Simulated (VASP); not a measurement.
Wanted: the native input for a VASP 6.6.1 run.

```yaml
Task: single point
Functional: PBE
Potentials_or_basis: VASP PAW PBE potentials, release 64 (Rb_sv)
Cutoff: 520 eV
k_mesh: 9 × 9 × 5
Occupations: fermi-dirac, width 0.08 eV
Spin: no spin polarisation
Dipole_correction: no
Further_INCAR_settings: ALGO = Normal; EDIFF = 1e-06; NBANDS = 16
```

The structure of Rb lies in POSCAR:

```
Rb
1.0
    4.7572634577      0.0000000000      0.0000000000
   -2.3786317288      4.1199110068      0.0000000000
    0.0000000000      0.0000000000      7.8488808692
Rb
2
Direct
    0.3333333333      0.6666666667      0.2500000000
    0.6666666667      0.3333333333      0.7500000000
```

This isn't the form of Rb at room conditions, which is bcc.

The input as run:

INCAR

```
SYSTEM = Rb
PREC = Accurate
ENCUT = 520
EDIFF = 1E-6
ISMEAR = -1
SIGMA = 0.08
LREAL = .FALSE.
LASPH = .TRUE.
NELM = 60
ALGO = Normal
ISIF = 2
LWAVE = .FALSE.
LCHARG = .TRUE.
GGA = PE
LELF = .TRUE.
LVHAR = .TRUE.
NBANDS = 16
```

KPOINTS

```
Automatic mesh
0
G
  9 9 5
  0 0 0
```

Potentials or basis: VASP PAW PBE potentials, release 64 (Rb_sv).

Run with:

```sh
$ cat potpaw_PBE.64/Rb_sv/POTCAR > POTCAR
$ mpirun -np 1 vasp_std > vasp.out
```

It gave:

```json
{
 "Pressure": "0.7 GPa",
 "Band gap on the k mesh": "zero (bands 9 and 10 overlap by 2.11 eV)"
}
```

It took 61 s on 1 thread of AMD EPYC 9755 128-Core Processor, with other jobs on the host, peak memory 0.24 GiB.
